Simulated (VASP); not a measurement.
Wanted: the native input for a VASP 6.6.1 run.

| Item | Value |
| --- | --- |
| Task | single point |
| Functional | HSE06 |
| Potentials or basis | VASP PAW PBE potentials, release 64 (Cs_sv, I) |
| Cutoff | 400 eV |
| k mesh | 4 × 4 × 4 |
| Occupations | gaussian, width 0.01 eV |
| Spin | non-collinear spin, zero start, spin-orbit coupling |
| Starting moments | [[0.0, 0.0, 0.0], [0.0, 0.0, 0.0]] μB |
| Dipole correction | no |
| Grid for exact exchange (PRECFOCK) | Normal |
| Further INCAR settings | ALGO = Normal; EDIFF = 1e-06; NBANDS = 28 |
| Share of exact exchange | 0.25 |
| Screening parameter | 0.2079 1/Å |

CsI:

```
CELL_PARAMETERS angstrom
4.60808 0.00000 0.00000
0.00000 4.60808 0.00000
0.00000 0.00000 4.60808
ATOMIC_POSITIONS crystal
Cs 0.00000 0.00000 0.00000
I 0.50000 0.50000 0.50000
```

These files were run (other wordings do the same):

POSCAR

```
CsI
1.0
    4.6080836004      0.0000000000      0.0000000000
    0.0000000000      4.6080836004      0.0000000000
    0.0000000000      0.0000000000      4.6080836004
Cs I
1 1
Direct
    0.0000000000      0.0000000000      0.0000000000
    0.5000000000      0.5000000000      0.5000000000
```

INCAR.step1

```
  PREC = Accurate
  ENCUT = 400
  EDIFF = 1E-5
  ISMEAR = 0
  SIGMA = 0.01
  LREAL = False
  LASPH = True
  NELM = 200
  ALGO = Normal
  ISIF = 2
  LWAVE = True
  LCHARG = False
  MAGMOM = 0 0 0 0 0 0
  LORBIT = 11
  LSORBIT = True
  GGA_COMPAT = False
  LORBMOM = True
  GGA = PE
  NBANDS = 28
  KPAR = 4
```

INCAR.step2

```
  PREC = Accurate
  ENCUT = 400
  EDIFF = 1E-6
  ISMEAR = 0
  SIGMA = 0.01
  LREAL = False
  LASPH = True
  NELM = 200
  ALGO = Normal
  ISIF = 2
  LWAVE = False
  LCHARG = False
  MAGMOM = 0 0 0 0 0 0
  LORBIT = 11
  LSORBIT = True
  GGA_COMPAT = False
  LORBMOM = True
  GGA = PE
  LHFCALC = True
  HFSCREEN = 0.2079
  PRECFOCK = Normal
  ISTART = 1
  NBANDS = 28
  KPAR = 4
```

KPOINTS

```
regular mesh
0
Gamma
  4 4 4
```

Potentials or basis: VASP PAW PBE potentials, release 64 (Cs_sv, I).

Command:

```sh
$ cat potpaw_PBE.64/Cs_sv/POTCAR potpaw_PBE.64/I/POTCAR > POTCAR
$ cp INCAR.step1 INCAR
$ mpirun -np 4 vasp_ncl > vasp.out
$ cp INCAR.step2 INCAR
$ mpirun -np 4 vasp_ncl > vasp.out
```

Results of the run:

- Pressure: 0.2 GPa
- Net moment: 0.00 μB per cell
- Valence electrons inside the program's atomic spheres: Cs 6.91; I 4.42

Caveat: the PAW data sets were made with another functional, which shifts forces and pressure a little.

It took 7.6 min on 4 MPI ranks on AMD EPYC 7R13 Processor (Zen 3), on a shared host, peak memory 0.38 GiB a rank.
